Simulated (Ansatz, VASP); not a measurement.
# Two plane-wave programs on Na3OF

```
F O Na
1.0
     4.45091    0.00000    0.00000
     0.00000    4.45091    0.00000
     0.00000    0.00000    4.45091
F O Na
1 1 3
Direct
  0.00000 0.00000 0.00000
  0.50000 0.50000 0.50000
  0.50000 0.50000 0.00000
  0.50000 0.00000 0.50000
  0.00000 0.50000 0.50000
```

Alike in both runs: task single point; functional PBE; k mesh 6 × 6 × 6; no spin polarisation.

```csv
,VASP,Ansatz
version,VASP 6.6.1,Ansatz 0.2.0
potentials or method,"VASP PAW PBE potentials, release 64 (F, O, Na_pv)","plane waves, PAW"
plane-wave cutoff (eV),520,420
occupations,"gaussian, width 0.01 eV",fixed
valence electrons in the cell,34,40
```

```csv
,VASP,Ansatz,Ansatz less VASP
gap on the k mesh at the Fermi level (eV),1.89,1.91,+0.024
pressure (GPa),-0.9,-0.9,-0.06
```

VASP's potentials hold 34 valence electrons a cell and Ansatz's 40, so a difference there can come from the potentials and not from the codes.
